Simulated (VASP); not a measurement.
BaTiO3: single point with r2SCAN

Crystal: BaTiO3.

```
Ba Ti O
1.0
     2.81359    1.62443    2.30423
    -2.81359    1.62443    2.30423
     0.00000   -3.24886    2.30423
Ba Ti O
1 1 3
Direct
  0.00085 0.00085 0.00085
  0.51192 0.51192 0.51192
  0.49080 0.49080 0.98434
  0.49080 0.98434 0.49080
  0.98434 0.49080 0.49080
```

| Property | Result |
| --- | --- |
| Program | VASP 6.6.1 |
| Task | single point |
| Functional | r2SCAN |
| Potentials or basis | VASP PAW PBE potentials, release 64 (Ba_sv, Ti_sv, O_h) |
| Cutoff | 1480 eV |
| k mesh | 6 × 6 × 6 |
| Occupations | gaussian, width 0.02 eV |
| Spin | no spin polarisation |
| Dipole correction | no |
| Further INCAR settings | ALGO = Normal; EDIFF = 1e-06; NBANDS = 28 |

```yaml
Pressure: 5.9 GPa
Largest_force: 0.111 eV/Å
Band_gap_on_the_k_mesh: 2.66 eV (least direct gap 2.99 eV)
```

Forces in eV/Å, atoms in the order of the input:
```
Ba   0.000  0.000 -0.030
Ti   0.000  0.000 -0.111
O    0.000 -0.046  0.047
O   -0.040  0.023  0.047
O    0.040  0.023  0.047
```

Stress tensor (GPa, compression positive):
```
5.95 0.00 0.00
0.00 5.95 0.00
0.00 0.00 5.81
```

Levels at points of the mesh, in eV from the valence-band top:
```csv
k point,band 17,band 18,band 19,band 20,band 21,band 22,band 23,band 24
"(0.00, 0.00, 0.00)",-1.13,-0.43,-0.33,-0.33,2.66,2.66,2.77,4.76
"(0.50, 0.00, 0.00)",-1.75,-1.67,-0.92,-0.83,2.83,4.17,4.25,4.73
"(0.50, 0.50, 0.00)",-1.68,-0.89,-0.86,-0.09,4.23,4.23,4.62,5.47
"(0.50, 0.50, 0.50)",-2.36,-0.01,-0.01,0.00,4.78,4.89,4.89,7.38
```

Wall time 7 min on 1 thread of Intel(R) Xeon(R) 6975P-C (Granite Rapids) (shared host), peak memory 0.57 GiB.

Caveat: the cell stands under pressure; the PAW data sets were made with another functional, which shifts forces and pressure a little; spin-orbit coupling is left out, which moves the levels of the heavy elements. A k mesh can miss the band edges.
